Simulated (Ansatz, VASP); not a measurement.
## One calculation of CuAu, two programs

```
Au Cu
1.0
     1.44306    0.83315    4.25617
    -1.44306    0.83315    4.25617
     0.00000   -1.66630    4.25617
Au Cu
1 1
Direct
  0.00000 0.00000 0.00000
  0.50000 0.50000 0.50000
```

Alike in both runs: functional r2SCAN; k mesh 6 × 6 × 6; occupations fermi-dirac, width 0.05 eV; no spin polarisation.

|  | VASP | Ansatz |
| --- | --- | --- |
| version | VASP 6.6.1 | Ansatz 0.2.0 |
| potentials or method | VASP PAW PBE potentials, release 64 (Au, Cu) | Ansatz PAW |
| plane-wave cutoff (eV) | 520 | 500 |
| valence electrons in the cell | 22 | 38 |
| task | single point | projected density of states |

|  | VASP | Ansatz | Ansatz less VASP |
| --- | --- | --- | --- |
| gap on the k mesh at the Fermi level (eV) | none | none | - |
| pressure (GPa) | -4.2 | -4.4 | -0.20 |
| traceless stress, the component that is largest in VASP (GPa) | -2.71 | -2.75 | -0.045 |

VASP's potentials were made for PBE, not for r2SCAN. A gap of «none» marks a metal or a gap that the smearing closes. VASP's potentials hold 22 valence electrons a cell and Ansatz's 38, so a difference there can come from the potentials and not from the codes.

The k mesh is coarse, so the values compare programs but aren't converged. Spin-orbit coupling is off throughout.
